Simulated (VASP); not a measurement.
Wanted: the native input for a VASP 6.6.1 run.

```yaml
Task: single point
Functional: PBE
Potentials_or_basis: VASP PAW PBE potentials, release 64 (Al, N)
Cutoff: 520 eV
k_mesh: 6 × 6 × 6
Occupations: gaussian, width 0.01 eV
Spin: no spin polarisation
Dipole_correction: no
Further_INCAR_settings: ALGO = Normal; EDIFF = 1e-06; NBANDS = 11
```

The structure of AlN lies in POSCAR:

```
AlN
1.0
    0.0067295616      2.0255980312      2.0255980312
    2.0255980312      0.0067295616      2.0255980312
    2.0255980312      2.0255980312      0.0067295616
Al N
1 1
Direct
    0.0000000000      0.0000000000      0.0000000000
    0.5000000000      0.5000000000      0.5000000000
```

This cell differs from its parent crystal: strain along [111] +0.5%.

These files were run (other wordings do the same):

INCAR

```
SYSTEM = AlN
PREC = Accurate ; ENCUT = 520
EDIFF = 1E-6 ; ISMEAR = 0
SIGMA = 0.01 ; LREAL = .False.
LASPH = .True. ; NELM = 80
ALGO = Normal ; ISIF = 2
LWAVE = .False. ; LCHARG = .False.
GGA = PE ; NBANDS = 11
```

KPOINTS

```
regular mesh
0
Gamma
  6 6 6
  0 0 0
```

Potentials or basis: VASP PAW PBE potentials, release 64 (Al, N).

Launch:

```bash
$ cat potpaw_PBE.64/Al/POTCAR potpaw_PBE.64/N/POTCAR > POTCAR
$ mpirun -np 1 vasp_std > vasp.out
```

Results of the run:

```
Pressure               : 4.7 GPa
Band gap on the k mesh : 4.57 eV, indirect (least direct gap 5.64 eV)
```

Caveat: the k points lie up to 0.45 Å⁻¹ apart; the cell differs from its parent crystal (strain along [111] +0.5%).

Wall time 6 s on 1 thread of AMD EPYC 7R43 64-Core Processor (Zen 3), with other jobs on the host, peak memory 0.1 GiB.
